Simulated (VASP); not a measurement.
# TePt (zincblende type) (F-43m) in VASP: a series of runs

Runs on TePt (zincblende type). Level: LDA. Tasks: single point.

All numbers are computed with VASP 6.6.1; they aren't measurements. Logs are shortened: lines on timing, memory, paths and dates and some standing lists are left out, and cuts for length are marked.

**1. The cell of the first run**

It takes space group F-43m (No. 216, cubic). The conventional cell has a = 5.193 Å, b = 5.193 Å, c = 5.193 Å, α = 90.00°, β = 90.00°, γ = 90.00°. Pt (site symmetry -43m) has 4 Te at 2.25 Å within 3.0 Å. Within 3.0 Å of Te (site symmetry -43m) lie 4 Pt at 2.25 Å.

**2. Single point, LDA (volume scaled by 0.68)**

File INCAR:

```
ALGO = Normal
EDIFF = 1E-7
ENCUT = 520
GGA = CA
ISIF = 2
ISMEAR = -1
LASPH = T
LCHARG = T
LELF = T
LREAL = F
LVHAR = T
LWAVE = F
NBANDS = 15
NELM = 80
PREC = Accurate
SIGMA = 0.05
```

File KPOINTS:

```
k-points
0
Gamma
  11 11 11
```

File POSCAR:

```
TePt
1.0
    0.0000000000      2.5966064122      2.5966064122
    2.5966064122      0.0000000000      2.5966064122
    2.5966064122      2.5966064122      0.0000000000
Pt Te
1 1
Direct
    0.0000000000      0.0000000000      0.0000000000
    0.2500000000      0.2500000000      0.2500000000
```

Potentials or basis: VASP PAW LDA potentials, release 64 (Pt, Te).

Launch:

```
$ cat potpaw_LDA.64/Pt/POTCAR potpaw_LDA.64/Te/POTCAR > POTCAR
$ mpirun -np 1 vasp_std > vasp.out
```

OUTCAR:

```text
EDIFF = 1E-7
   ENCUT = 520
   GGA = CA
   ISIF = 2
   ISMEAR = -1
   LASPH = T
   LREAL = F
   NELM = 80
   PREC = Accurate

 ion  position               nearest neighbor table
   1  0.000  0.000  0.000-   2 2.25   2 2.25   2 2.25   2 2.25
   2  0.250  0.250  0.250-   1 2.25   1 2.25   1 2.25   1 2.25

  LATTYP: Found a face centered cubic cell.
 ALAT       =     5.1932128244

  Lattice vectors:

 A1 = (   0.0000000000,   2.5966064122,   2.5966064122)
 A2 = (   2.5966064122,   0.0000000000,   2.5966064122)
 A3 = (   2.5966064122,   2.5966064122,   0.0000000000)

Analysis of symmetry for initial positions (statically):
=====================================================================
 Subroutine PRICEL returns:
 Original cell was already a primitive cell.

 Routine SETGRP: Setting up the symmetry group for a
 face centered cubic supercell.

 Subroutine GETGRP returns: Found 24 space group operations
 (whereof 24 operations were pure point group operations)
 out of a pool of 48 trial point group operations.

The static configuration has the point symmetry T_d .

Analysis of symmetry for dynamics (positions and initial velocities):
=====================================================================
 Subroutine PRICEL returns:
 Original cell was already a primitive cell.

 Routine SETGRP: Setting up the symmetry group for a
 face centered cubic supercell.

 Subroutine GETGRP returns: Found 24 space group operations
 (whereof 24 operations were pure point group operations)
 out of a pool of 48 trial point group operations.

The dynamic configuration has the point symmetry T_d .

 Subroutine INISYM returns: Found 24 space group operations
 (whereof 24 operations are pure point group operations),
 and found     1 'primitive' translations

----------------------------------------------------------------------------------------

                                     Primitive cell

  volume of cell :      35.0145

  direct lattice vectors                    reciprocal lattice vectors
     0.000000000  2.596606412  2.596606412    -0.192559025  0.192559025  0.192559025
     2.596606412  0.000000000  2.596606412     0.192559025 -0.192559025  0.192559025
     2.596606412  2.596606412  0.000000000     0.192559025  0.192559025 -0.192559025

  length of vectors
     3.672156004  3.672156004  3.672156004     0.333522015  0.333522015  0.333522015

  position of ions in fractional coordinates (direct lattice)
     0.000000000  0.000000000  0.000000000
     0.250000000  0.250000000  0.250000000

  ion indices of the primitive-cell ions
   primitive index   ion index
                 1           1
                 2           2

----------------------------------------------------------------------------------------

 KPOINTS: k-points

Automatic generation of k-mesh.
 Grid dimensions read from file:
 generate k-points for:   11   11   11

 Generating k-lattice:

  Cartesian coordinates                     Fractional coordinates (reciprocal lattice)
    -0.017505366  0.017505366  0.017505366     0.090909091  0.000000000  0.000000000
     0.017505366 -0.017505366  0.017505366     0.000000000  0.090909091  0.000000000
     0.017505366  0.017505366 -0.017505366     0.000000000  0.000000000  0.090909091

  Length of vectors
     0.030320183  0.030320183  0.030320183

  Shift w.r.t. Gamma in fractional coordinates (k-lattice)
     0.000000000  0.000000000  0.000000000

 Subroutine IBZKPT returns following result:
 ===========================================

 Found     56 irreducible k-points:

 Following reciprocal coordinates:
            Coordinates               Weight
  0.000000  0.000000  0.000000      1.000000
  0.090909  0.000000  0.000000      8.000000
  0.181818  0.000000  0.000000      8.000000
  0.272727  0.000000  0.000000      8.000000
  0.363636  0.000000  0.000000      8.000000
  0.454545  0.000000  0.000000      8.000000
[... 16 lines left out ...]
 -0.272727  0.181818  0.000000     24.000000
 -0.181818  0.181818  0.000000     12.000000
 [... further k-points ...]
   k-points           NKPTS =     56   k-points in BZ     NKDIM =     56   number of bands    NBANDS=     15
   number of dos      NEDOS =    301   number of ions     NIONS =      2
   total plane-waves  NPLWV =  21952
   dimension x,y,z NGX =    28 NGY =   28 NGZ =   28
   dimension x,y,z NGXF=    56 NGYF=   56 NGZF=   56
   ions per type =               1   1
   NGX,Y,Z   is equivalent  to a cutoff of  12.68, 12.68, 12.68 a.u.
   NGXF,Y,Z  is equivalent  to a cutoff of  25.35, 25.35, 25.35 a.u.
 SYSTEM =  unknown system
   PREC   = accura    normal or accurate (medium, high low for compatibility)
   ISTART =      0    job   : 0-new  1-cont  2-samecut
   ICHARG =      2    charge: 1-file 2-atom 10-const
   ISPIN  =      1    spin polarized calculation?
   LNONCOLLINEAR =      F non collinear calculations
   LSORBIT =      F    spin-orbit coupling
   LASPH  =      T    aspherical Exc in radial PAW
   ENCUT  =  520.0 eV  38.22 Ry    6.18 a.u.   6.83  6.83  6.83*2*pi/ulx,y,z
   NELM   =     80;   NELMIN=  2; NELMDL= -5     # of ELM steps
   EDIFF  = 0.1E-06   stopping-criterion for ELM
   LREAL  =      F    real-space projection
   EDIFFG = 0.1E-05   stopping-criterion for IOM
   NSW    =      0    number of steps for IOM
   IBRION =     -1    ionic relax: 0-MD 1-quasi-New 2-CG
   NFREE  =      0    steps in history (QN), initial steepest desc. (CG)
   ISIF   =      2    stress and relaxation
   ISYM   =      2    0-nonsym 1-usesym 2-fastsym
   POTIM  = 0.5000    time-step for ionic-motion
   TEBEG  =    0.0;   TEEND  =   0.0 temperature during run
   PSTRESS=    0.0 pullay stress
   NELECT =      16.0000    total number of electrons
   NUPDOWN=      -1.0000    fix difference up-down
   EMIN   =  10.00;   EMAX   =-10.00  energy-range for DOS
   EFERMI =   0.00;   METHOD = LEGACY
   ISMEAR =    -1;   SIGMA  =   0.05  broadening in eV -4-tet -1-fermi 0-gaus
   EFERMI_NEDOS =   21; number of points for ismear=-14 and -15
   IALGO  =     38    algorithm
   IMIX   =      4    mixing-type and parameters
     AMIX     =   0.40;   BMIX     =  1.00
     AMIX_MAG =   1.60;   BMIX_MAG =  1.00
  volume/ion in A,a.u.               =      17.51       118.14
  Fermi-wavevector in a.u.,A,eV,Ry     =   1.260952  2.382855 21.633277  1.590001
  Thomas-Fermi vector in A             =   2.394436
   LORBIT       =      0    0 simple, 1 ext, 2 COOP (PROOUT), +10 PAW based schemes
   GGA     = CA    functional components
   LHFCALC =     F    Hartree Fock is set to
   AEXX    =    0.0000 exact exchange contribution
   IVDW    =     0    specifies the selected vdW correction
   LEPSILON=     F    determine dielectric tensor
   LRPA    =     F    only Hartree local field effects (RPA)
 non-spin polarized calculation
  energy-cutoff  :      520.00
  volume of cell :       35.01
 maximum number of plane-waves:       954
   NGX = 13   NGY = 13   NGZ = 13

 number of electron      15.9999999 magnetization

 Free energy of the ion-electron system (eV)
  ---------------------------------------------------
  ext. energy  EPLUGINS =         0.00000000
  ---------------------------------------------------
  free energy    TOTEN  =        -7.58543001 eV

  energy without entropy =       -7.57566851  energy(sigma->0) =       -7.58054926

 E-fermi :  13.0486     XC(G=0): -12.2491

 val. band max:       13.0180958088   @ k =  -0.3636   0.2727   0.0909
 cond. band min:      13.1406644958   @ k =  -0.1818   0.1818   0.0000
 fundamental gap:      0.1225686871
 Fermi energy:        13.0485689832

 k-point     1 :       0.0000    0.0000    0.0000
  band No.  band energies     occupation
      1      -3.4385      2.00000
      2       4.9292      2.00000
      3       4.9292      2.00000
      4       4.9292      2.00000
      5       7.8468      2.00000
      6       7.8468      2.00000
      7      16.5746      0.00000
      8      17.7650      0.00000
      9      17.7650      0.00000
     10      17.7650      0.00000
     11      19.5137      0.00000
     12      19.5137      0.00000
     13      19.5137      0.00000
     14      22.2567      0.00000
     15      24.5257      0.00000

 k-point     2 :       0.0909    0.0000    0.0000
  band No.  band energies     occupation
      1      -3.3164      2.00000
      2       4.8417      2.00000
      3       4.9818      2.00000
      4       4.9818      2.00000
      5       7.8160      2.00000
      6       7.8160      2.00000
      7      16.0470      0.00000
      8      17.2344      0.00000
      9      17.4625      0.00000
     10      17.4625      0.00000
     11      19.4994      0.00000
     12      19.7202      0.00000
     13      19.7202      0.00000
     14      22.9858      0.00000
     15      24.4426      0.00000

 k-point     3 :       0.1818    0.0000    0.0000
  band No.  band energies     occupation
      1      -2.9706      2.00000
      2       4.6377      2.00000
      3       5.1153      2.00000
      4       5.1153      2.00000
      5       7.7620      2.00000
      6       7.7620      2.00000
      7      13.9380      0.00000
      8      16.7120      0.00000
      9      16.7120      0.00000
     10      17.3576      0.00000
     11      19.7362      0.00000
     12      20.1955      0.00000
     13      20.1955      0.00000
     14      23.4553      0.00000
     15      24.4157      0.00000
[... 343 lines left out ...]
 k-point    23 :      -0.2727    0.1818    0.0000
  band No.  band energies     occupation
      1      -1.8117      2.00000
      2       4.4863      2.00000
      3       5.1994      2.00000
      4       5.5330      2.00000
      5       7.5670      2.00000
      6       8.0775      2.00000
      7      10.3666      2.00000
      8      12.4085      1.99999
      9      15.2131      0.00000
     10      18.1325      0.00000
     11      20.0897      0.00000
     12      21.3637      0.00000
     13      22.5554      0.00000
     14      24.0686      0.00000
     15      25.1172      0.00000

 k-point    24 :      -0.1818    0.1818    0.0000
  band No.  band energies     occupation
      1      -2.2971      2.00000
      2       4.4332      2.00000
      3       5.2549      2.00000
      4       5.3610      2.00000
      5       7.5312      2.00000
      6       7.9809      2.00000
      7      11.9925      2.00000
      8      13.1407      0.27365
      9      16.2907      0.00000
     10      18.6516      0.00000
     11      19.1715      0.00000
     12      20.7600      0.00000
     13      21.5066      0.00000
     14      23.4958      0.00000
     15      25.1963      0.00000

 [... further k-points ...]

------------------------ aborting loop because EDIFF is reached ----------------------------------------

  FORCE on cell =-STRESS in cart. coord.  units (eV):
  Direction    XX          YY          ZZ          XY          YZ          ZX
  --------------------------------------------------------------------------------------
  -------------------------------------------------------------------------------------
  Total       23.4485834     23.4485834     23.4485834      0.0000000      0.0000000     -0.0000000
  in kB     1072.9483632   1072.9483632   1072.9483632      0.0000000      0.0000000     -0.0000000
  external PRESSURE =    1072.9483632 kB  Pullay stress =       0.0000000 kB

 VOLUME and BASIS-vectors are now :
 -----------------------------------------------------------------------------
  energy-cutoff  :      520.00
  volume of cell :       35.01
      direct lattice vectors                 reciprocal lattice vectors
     0.000000000  2.596606412  2.596606412    -0.192559025  0.192559025  0.192559025
     2.596606412  0.000000000  2.596606412     0.192559025 -0.192559025  0.192559025
     2.596606412  2.596606412  0.000000000     0.192559025  0.192559025 -0.192559025

 POSITION                                       TOTAL-FORCE (eV/Angst)
 -----------------------------------------------------------------------------------
      0.00000      0.00000      0.00000        -0.000000     -0.000000     -0.000000
      1.29830      1.29830      1.29830         0.000000      0.000000      0.000000
 -----------------------------------------------------------------------------------
    total drift:                               -0.000001     -0.000001     -0.000001

  FREE ENERGIE OF THE ION-ELECTRON SYSTEM (eV)
  ---------------------------------------------------
  free  energy   TOTEN  =        -7.5854300136 eV

  energy  without entropy=       -7.5756685055  energy(sigma->0) =       -7.58054926
```

Wall time 26 s (1 thread of AMD EPYC 9R45 (Zen 5), shared host); peak memory 0.13 GiB.

What came out:

- Free energy: -7.5854 eV
- Pressure: 107.3 GPa
- Band gap on the k mesh: zero (band 8 reaches 17.77 eV, above the bottom of band 9 at 10.61 eV)

Caveat: spin-orbit coupling is left out, which moves the levels of the heavy elements.

**3. Single point, LDA (volume scaled by 0.78)**

File INCAR:

```
SYSTEM = TePt
PREC = Accurate ; ENCUT = 520
EDIFF = 1E-6 ; ISMEAR = -1
SIGMA = 0.05 ; LREAL = .FALSE.
LASPH = .TRUE. ; NELM = 80
ALGO = Normal ; ISIF = 2
LWAVE = .FALSE. ; LCHARG = .TRUE.
LELF = .TRUE. ; LVHAR = .TRUE.
NBANDS = 15
```

File KPOINTS:

```
Automatic mesh
0
G
  11 11 11
  0 0 0
```

File POSCAR:

```
TePt
1.0
    0.0000000000      2.7181162182      2.7181162182
    2.7181162182      0.0000000000      2.7181162182
    2.7181162182      2.7181162182      0.0000000000
Pt Te
1 1
Direct
    0.0000000000      0.0000000000      0.0000000000
    0.2500000000      0.2500000000      0.2500000000
```

Potentials or basis: VASP PAW LDA potentials, release 64 (Pt, Te).

Launch:

```
$ cat potpaw_LDA.64/Pt/POTCAR potpaw_LDA.64/Te/POTCAR > POTCAR
$ mpirun -np 1 vasp_std > vasp.out
```

OUTCAR:

```text
SYSTEM = TePt
   PREC = Accurate
   ENCUT = 520
   EDIFF = 1E-6
   ISMEAR = -1
   LREAL = .FALSE.
   LASPH = .TRUE.
   NELM = 80
   ISIF = 2

 ion  position               nearest neighbor table
   1  0.000  0.000  0.000-   2 2.35   2 2.35   2 2.35   2 2.35
   2  0.250  0.250  0.250-   1 2.35   1 2.35   1 2.35   1 2.35

  LATTYP: Found a face centered cubic cell.
 ALAT       =     5.4362324364

  Lattice vectors:

 A1 = (   0.0000000000,   2.7181162182,   2.7181162182)
[... 617 lines left out ...]

------------------------ aborting loop because EDIFF is reached ----------------------------------------

  FORCE on cell =-STRESS in cart. coord.  units (eV):
  Direction    XX          YY          ZZ          XY          YZ          ZX
  --------------------------------------------------------------------------------------
  -------------------------------------------------------------------------------------
  Total       12.4160592     12.4160592     12.4160592     -0.0000000      0.0000000      0.0000000
  in kB      495.2908387    495.2908387    495.2908387     -0.0000000      0.0000000      0.0000000
  external PRESSURE =     495.2908387 kB  Pullay stress =       0.0000000 kB

 VOLUME and BASIS-vectors are now :
 -----------------------------------------------------------------------------
  energy-cutoff  :      520.00
  volume of cell :       40.16
      direct lattice vectors                 reciprocal lattice vectors
     0.000000000  2.718116218  2.718116218    -0.183950928  0.183950928  0.183950928
     2.718116218  0.000000000  2.718116218     0.183950928 -0.183950928  0.183950928
     2.718116218  2.718116218  0.000000000     0.183950928  0.183950928 -0.183950928

 POSITION                                       TOTAL-FORCE (eV/Angst)
 -----------------------------------------------------------------------------------
      0.00000      0.00000      0.00000        -0.000000     -0.000000     -0.000000
      1.35906      1.35906      1.35906         0.000000      0.000000      0.000000
 -----------------------------------------------------------------------------------
    total drift:                                0.000001      0.000001      0.000001

  FREE ENERGIE OF THE ION-ELECTRON SYSTEM (eV)
  ---------------------------------------------------
  free  energy   TOTEN  =       -10.0079102027 eV

  energy  without entropy=       -9.9964938509  energy(sigma->0) =      -10.00220203
```

stdout:

```text
POSCAR found type information on POSCAR PtTe
 POSCAR found :  2 types and       2 ions
 scaLAPACK will be used
 LDA part: xc-table for (Slater(with rela. corr.)+CA(PZ))
 , standard interpolation
 POSCAR, INCAR and KPOINTS ok, starting setup
 FFT: planning ... GRIDC
 FFT: planning ... GRID_SOFT
 FFT: planning ... GRID
 WAVECAR not read
 entering main loop
```

It took 31 s on 1 thread of AMD EPYC 9R45 (Zen 5), shared host; peak memory 0.13 GiB.

Results:

- Free energy: -10.0079 eV
- Pressure: 49.5 GPa
- Band gap on the k mesh: zero (band 8 reaches 14.58 eV, above the bottom of band 9 at 8.53 eV)

Caveat: spin-orbit coupling is left out, which moves the levels of the heavy elements.

[end of part 1 of 2]
